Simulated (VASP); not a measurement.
# ZrAsO (P4/nmm) in VASP: single point with r2SCAN

Aim: the single point of ZrAsO with r2SCAN.

Everything below comes from runs of VASP 6.6.1. Logs are shortened: lines on timing, memory, paths and dates and some standing lists are left out, and cuts for length are marked.

### 1 The cell of the first run

It takes space group P4/nmm (No. 129, tetragonal). The conventional cell has a = 3.463 Å, b = 3.463 Å, c = 6.648 Å, α = 90.00°, β = 90.00°, γ = 90.00°. Within 2.8 Å of Zr (site symmetry 4mm) lie 4 O at 2.12 Å and 1 As at 2.80 Å. Within 3.7 Å of As (site symmetry 4mm) lie 5 Zr at 2.80 to 2.82 Å and 8 As at 2.82 to 3.46 Å and 4 O at 3.14 Å. O (site symmetry -4m2) has 4 Zr at 2.12 Å and 4 O at 2.45 Å within 2.8 Å.

### 2 Single point, r2SCAN

Contents of POSCAR:

```
ZrAsO
1.0
    3.4630020000      0.0000000000      0.0000000000
    0.0000000000      3.4630020000      0.0000000000
    0.0000000000      0.0000000000      6.6477120000
Zr As O
2 2 2
Direct
    0.0000000000      0.5000000000      0.1850486773
    0.5000000000      0.0000000000      0.8149513227
    0.0000000000      0.5000000000      0.6057379241
    0.5000000000      0.0000000000      0.3942620759
    0.0000000000      0.0000000000      0.0000000000
    0.5000000000      0.5000000000      0.0000000000
```

Contents of INCAR.step1:

```
PREC     = Accurate       # precision mode
ENCUT    = 520            # plane-wave cutoff, eV
ISMEAR   = -1             # smearing method
SIGMA    = 0.1            # smearing width, eV
LREAL    = F              # projectors in reciprocal space
LASPH    = T              # aspherical terms in the spheres
NELM     = 100            # most SCF steps
NBANDS   = 32             # bands
GGA      = PE             # functional
ALGO     = Normal         # electronic algorithm
EDIFF    = 1E-4           # SCF threshold, eV
LWAVE    = T              # write WAVECAR
LCHARG   = F              # write CHGCAR
```

Contents of INCAR.step2:

```
PREC     = Accurate       # precision mode
ENCUT    = 520            # plane-wave cutoff, eV
EDIFF    = 1E-7           # SCF threshold, eV
ISMEAR   = -1             # smearing method
SIGMA    = 0.1            # smearing width, eV
LREAL    = F              # projectors in reciprocal space
LASPH    = T              # aspherical terms in the spheres
NELM     = 100            # most SCF steps
ALGO     = Normal         # electronic algorithm
ISIF     = 2              # what is computed and relaxed
LWAVE    = F              # write WAVECAR
LCHARG   = F              # write CHGCAR
METAGGA  = R2SCAN         # meta-GGA
LMIXTAU  = T            
NBANDS   = 32             # bands
ISTART   = 1
```

Contents of KPOINTS:

```
Automatic mesh
0
Gamma
  8 8 5
```

Potentials or basis: VASP PAW PBE potentials, release 64 (Zr_sv, As, O).

On the command line:

```console
$ cat potpaw_PBE.64/Zr_sv/POTCAR potpaw_PBE.64/As/POTCAR potpaw_PBE.64/O/POTCAR > POTCAR
$ cp INCAR.step1 INCAR
$ mpirun -np 1 vasp_std > vasp.out
$ cp INCAR.step2 INCAR
$ mpirun -np 1 vasp_std > vasp.out
```

OUTCAR:

```text
PREC = Accurate
   ENCUT = 520
   EDIFF = 1E-7
   ISMEAR = -1
   LREAL = F
   LASPH = T
   NELM = 100
   ISIF = 2
   METAGGA = R2SCAN
   ISTART = 1

 ion  position               nearest neighbor table
   1  0.000  0.500  0.185-   5 2.12   6 2.12   5 2.12   6 2.12   3 2.80   4 2.82   4 2.82   4 2.82
                             4 2.82   2 3.47   2 3.47   2 3.47   2 3.47
   2  0.500  0.000  0.815-   5 2.12   6 2.12   6 2.12   5 2.12   4 2.80   3 2.82   3 2.82   3 2.82
                             3 2.82   1 3.47   1 3.47   1 3.47   1 3.47
   3  0.000  0.500  0.606-   1 2.80   2 2.82   2 2.82   2 2.82   2 2.82   4 2.82   4 2.82   4 2.82
                             4 2.82
   4  0.500  0.000  0.394-   2 2.80   1 2.82   1 2.82   1 2.82   1 2.82   3 2.82   3 2.82   3 2.82
                             3 2.82
   5  0.000  0.000  0.000-   1 2.12   2 2.12   1 2.12   2 2.12
   6  0.500  0.500  0.000-   1 2.12   2 2.12   2 2.12   1 2.12

  LATTYP: Found a simple tetragonal cell.
 ALAT       =     3.4630020000
 C/A-ratio  =     1.9196385102

  Lattice vectors:

 A1 = (   3.4630020000,   0.0000000000,   0.0000000000)
 A2 = (   0.0000000000,   3.4630020000,   0.0000000000)
 A3 = (   0.0000000000,   0.0000000000,   6.6477120000)

Analysis of symmetry for initial positions (statically):
=====================================================================
 Subroutine PRICEL returns:
 Original cell was already a primitive cell.

 Routine SETGRP: Setting up the symmetry group for a
 simple tetragonal supercell.

 Subroutine GETGRP returns: Found 16 space group operations
 (whereof  8 operations were pure point group operations)
 out of a pool of 16 trial point group operations.

The static configuration has the point symmetry D_2d.
 The point group associated with its full space group is D_4h.

Analysis of symmetry for dynamics (positions and initial velocities):
=====================================================================
 Subroutine PRICEL returns:
 Original cell was already a primitive cell.

 Routine SETGRP: Setting up the symmetry group for a
 simple tetragonal supercell.

 Subroutine GETGRP returns: Found 16 space group operations
 (whereof  8 operations were pure point group operations)
 out of a pool of 16 trial point group operations.

The dynamic configuration has the point symmetry D_2d.
 The point group associated with its full space group is D_4h.

 Subroutine INISYM returns: Found 16 space group operations
 (whereof  8 operations are pure point group operations),
 and found     1 'primitive' translations

----------------------------------------------------------------------------------------

                                     Primitive cell

  volume of cell :      79.7219

  direct lattice vectors                    reciprocal lattice vectors
     3.463002000  0.000000000  0.000000000     0.288766798  0.000000000  0.000000000
     0.000000000  3.463002000  0.000000000     0.000000000  0.288766798  0.000000000
     0.000000000  0.000000000  6.647712000     0.000000000  0.000000000  0.150427696

  length of vectors
     3.463002000  3.463002000  6.647712000     0.288766798  0.288766798  0.150427696

  position of ions in fractional coordinates (direct lattice)
     0.000000000  0.500000000  0.185048677
     0.500000000  0.000000000  0.814951323
     0.000000000  0.500000000  0.605737924
     0.500000000  0.000000000  0.394262076
     0.000000000  0.000000000  0.000000000
     0.500000000  0.500000000  0.000000000

  ion indices of the primitive-cell ions
   primitive index   ion index
                 1           1
                 2           2
                 3           3
                 4           4
                 5           5
                 6           6

----------------------------------------------------------------------------------------

 KPOINTS: Automatic mesh

Automatic generation of k-mesh.
 Grid dimensions read from file:
 generate k-points for:    8    8    5

 Generating k-lattice:

  Cartesian coordinates                     Fractional coordinates (reciprocal lattice)
     0.036095850  0.000000000  0.000000000     0.125000000  0.000000000  0.000000000
     0.000000000  0.036095850  0.000000000     0.000000000  0.125000000  0.000000000
     0.000000000  0.000000000  0.030085539     0.000000000  0.000000000  0.200000000

  Length of vectors
     0.036095850  0.036095850  0.030085539

  Shift w.r.t. Gamma in fractional coordinates (k-lattice)
     0.000000000  0.000000000  0.000000000

 Subroutine IBZKPT returns following result:
 ===========================================

 Found     45 irreducible k-points:

 Following reciprocal coordinates:
            Coordinates               Weight
  0.000000  0.000000  0.000000      1.000000
  0.125000  0.000000  0.000000      4.000000
  0.250000  0.000000  0.000000      4.000000
  0.375000  0.000000  0.000000      4.000000
  0.500000  0.000000  0.000000      2.000000
  0.125000  0.125000  0.000000      4.000000
[... 16 lines left out ...]
  0.375000  0.125000  0.200000     16.000000
  0.500000  0.125000  0.200000      8.000000
 [... further k-points ...]
   k-points           NKPTS =     45   k-points in BZ     NKDIM =     45   number of bands    NBANDS=     32
   number of dos      NEDOS =    301   number of ions     NIONS =      6
   total plane-waves  NPLWV =  39200
   dimension x,y,z NGX =    28 NGY =   28 NGZ =   50
   dimension x,y,z NGXF=    56 NGYF=   56 NGZF=  100
   ions per type =               2   2   2
   NGX,Y,Z   is equivalent  to a cutoff of  13.44, 13.44, 12.50 a.u.
   NGXF,Y,Z  is equivalent  to a cutoff of  26.88, 26.88, 25.01 a.u.
 SYSTEM =  unknown system
   PREC   = accura    normal or accurate (medium, high low for compatibility)
   ISTART =      1    job   : 0-new  1-cont  2-samecut
   ICHARG =      0    charge: 1-file 2-atom 10-const
   ISPIN  =      1    spin polarized calculation?
   LNONCOLLINEAR =      F non collinear calculations
   LSORBIT =      F    spin-orbit coupling
   LASPH  =      T    aspherical Exc in radial PAW
   ENCUT  =  520.0 eV  38.22 Ry    6.18 a.u.   6.44  6.44 12.36*2*pi/ulx,y,z
   NELM   =    100;   NELMIN=  2; NELMDL=  0     # of ELM steps
   EDIFF  = 0.1E-06   stopping-criterion for ELM
   LREAL  =      F    real-space projection
   EDIFFG = 0.1E-05   stopping-criterion for IOM
   NSW    =      0    number of steps for IOM
   IBRION =     -1    ionic relax: 0-MD 1-quasi-New 2-CG
   NFREE  =      0    steps in history (QN), initial steepest desc. (CG)
   ISIF   =      2    stress and relaxation
   ISYM   =      2    0-nonsym 1-usesym 2-fastsym
   POTIM  = 0.5000    time-step for ionic-motion
   TEBEG  =    0.0;   TEEND  =   0.0 temperature during run
   PSTRESS=    0.0 pullay stress
   NELECT =      46.0000    total number of electrons
   NUPDOWN=      -1.0000    fix difference up-down
   EMIN   =  10.00;   EMAX   =-10.00  energy-range for DOS
   EFERMI =   0.00;   METHOD = LEGACY
   ISMEAR =    -1;   SIGMA  =   0.10  broadening in eV -4-tet -1-fermi 0-gaus
   EFERMI_NEDOS =   21; number of points for ismear=-14 and -15
   IALGO  =     38    algorithm
   IMIX   =      4    mixing-type and parameters
     AMIX     =   0.40;   BMIX     =  1.00
     AMIX_MAG =   1.60;   BMIX_MAG =  1.00
  volume/ion in A,a.u.               =      13.29        89.66
  Fermi-wavevector in a.u.,A,eV,Ry     =   1.362913  2.575533 25.273264  1.857533
  Thomas-Fermi vector in A             =   2.489362
   LORBIT       =      0    0 simple, 1 ext, 2 COOP (PROOUT), +10 PAW based schemes
   METAGGA = R2SCAN    functional components
   LHFCALC =     F    Hartree Fock is set to
   AEXX    =    0.0000 exact exchange contribution
   IVDW    =     0    specifies the selected vdW correction
   LEPSILON=     F    determine dielectric tensor
   LRPA    =     F    only Hartree local field effects (RPA)
 non-spin polarized calculation
  energy-cutoff  :      520.00
  volume of cell :       79.72
 maximum number of plane-waves:      2164
 NGX is ok and might be reduce to    28
   NGX = 13   NGY = 13   NGZ = 25

 number of electron      45.9999982 magnetization

 Free energy of the ion-electron system (eV)
  ---------------------------------------------------
  ext. energy  EPLUGINS =         0.00000000
  ---------------------------------------------------
  free energy    TOTEN  =       -99.11280171 eV

  energy without entropy =      -99.01795676  energy(sigma->0) =      -99.06537923

 E-fermi :   9.9199     XC(G=0): -12.7600

 val. band max:        9.9083098407   @ k =   0.3750   0.0000   0.0000
 cond. band min:       9.9348873093   @ k =   0.5000   0.0000   0.4000
 fundamental gap:      0.0265774687
 Fermi energy:         9.9199092316

 k-point     1 :       0.0000    0.0000    0.0000
  band No.  band energies     occupation
      1     -41.0746      2.00000
      2     -41.0144      2.00000
      3     -19.1174      2.00000
      4     -18.4300      2.00000
      5     -18.4300      2.00000
      6     -18.3324      2.00000
[... 24 lines left out ...]
     31      15.4808      0.00000
     32      15.4808      0.00000

 k-point     2 :       0.1250    0.0000    0.0000
  band No.  band energies     occupation
      1     -41.0685      2.00000
      2     -41.0128      2.00000
      3     -19.1043      2.00000
      4     -18.5252      2.00000
      5     -18.4198      2.00000
      6     -18.3361      2.00000
[... 24 lines left out ...]
     31      15.3350      0.00000
     32      15.5267      0.00000

 k-point     3 :       0.2500    0.0000    0.0000
  band No.  band energies     occupation
      1     -41.0528      2.00000
      2     -41.0101      2.00000
      3     -19.0861      2.00000
      4     -18.7327      2.00000
      5     -18.4341      2.00000
      6     -18.3926      2.00000
[... 24 lines left out ...]
     31      15.3875      0.00000
     32      15.4107      0.00000

 k-point     4 :       0.3750    0.0000    0.0000
  band No.  band energies     occupation
      1     -41.0338      2.00000
      2     -41.0106      2.00000
      3     -19.0895      2.00000
      4     -18.9406      2.00000
      5     -18.4655      2.00000
      6     -18.3667      2.00000
[... 654 lines left out ...]
     31      15.2230      0.00000
     32      15.7279      0.00000

 k-point    23 :       0.3750    0.1250    0.2000
  band No.  band energies     occupation
      1     -41.0291      2.00000
      2     -41.0078      2.00000
      3     -19.0861      2.00000
      4     -18.9404      2.00000
      5     -18.4590      2.00000
      6     -18.4265      2.00000
[... 24 lines left out ...]
     31      15.2390      0.00000
     32      15.7058      0.00000

 k-point    24 :       0.5000    0.1250    0.2000
  band No.  band energies     occupation
      1     -41.0146      2.00000
      2     -41.0146      2.00000
      3     -19.0625      2.00000
      4     -19.0625      2.00000
      5     -18.4200      2.00000
      6     -18.4200      2.00000
[... 24 lines left out ...]
     31      15.4716      0.00000
     32      15.4716      0.00000

 [... further k-points ...]
[... 5 lines left out ...]
  --------------------------------------------------------------------------------------
  -------------------------------------------------------------------------------------
  Total       12.1243085     12.1243085      9.0425296      0.0000000      0.0000000      0.0000000
  in kB      243.6631635    243.6631635    181.7284149      0.0000000      0.0000000      0.0000000
  external PRESSURE =     223.0182473 kB  Pullay stress =       0.0000000 kB

 VOLUME and BASIS-vectors are now :
 -----------------------------------------------------------------------------
  energy-cutoff  :      520.00
  volume of cell :       79.72
      direct lattice vectors                 reciprocal lattice vectors
     3.463002000  0.000000000  0.000000000     0.288766798  0.000000000  0.000000000
     0.000000000  3.463002000  0.000000000     0.000000000  0.288766798  0.000000000
     0.000000000  0.000000000  6.647712000     0.000000000  0.000000000  0.150427696

 POSITION                                       TOTAL-FORCE (eV/Angst)
 -----------------------------------------------------------------------------------
      0.00000      1.73150      1.23015         0.000000     -0.000000      0.051642
      1.73150      0.00000      5.41756        -0.000000     -0.000000     -0.051642
      0.00000      1.73150      4.02677         0.000000     -0.000000      0.002532
      1.73150      0.00000      2.62094         0.000000      0.000000     -0.002532
      0.00000      0.00000      0.00000         0.000000     -0.000000     -0.000000
      1.73150      1.73150      0.00000        -0.000000      0.000000     -0.000000
 -----------------------------------------------------------------------------------
    total drift:                                0.000000      0.000000      0.000000

  FREE ENERGIE OF THE ION-ELECTRON SYSTEM (eV)
  ---------------------------------------------------
  free  energy   TOTEN  =       -99.1128017064 eV

  energy  without entropy=      -99.0179567619  energy(sigma->0) =      -99.06537923
```

Wall time 5.4 min (1 thread of Intel Xeon Platinum 8375C at 2.90GHz (Ice Lake), shared host); peak memory 0.27 GiB.

What came out:

- Free energy: -99.1128 eV
- Pressure: 22.3 GPa
- Largest force: 0.052 eV/Å
- Band gap on the k mesh: zero (band 23 reaches 11.06 eV, above the bottom of band 24 at 7.95 eV)

Forces in eV/Å, atoms in the order of the input:
```
Zr   0.000  0.000  0.052
Zr   0.000  0.000 -0.052
As   0.000  0.000  0.003
As   0.000  0.000 -0.003
O    0.000  0.000  0.000
O    0.000  0.000  0.000
```

Stress tensor (GPa, compression positive):
```
24.37  0.00  0.00
 0.00 24.37  0.00
 0.00  0.00 18.17
```

Caveat: the PAW data sets were made with another functional, which shifts forces and pressure a little.
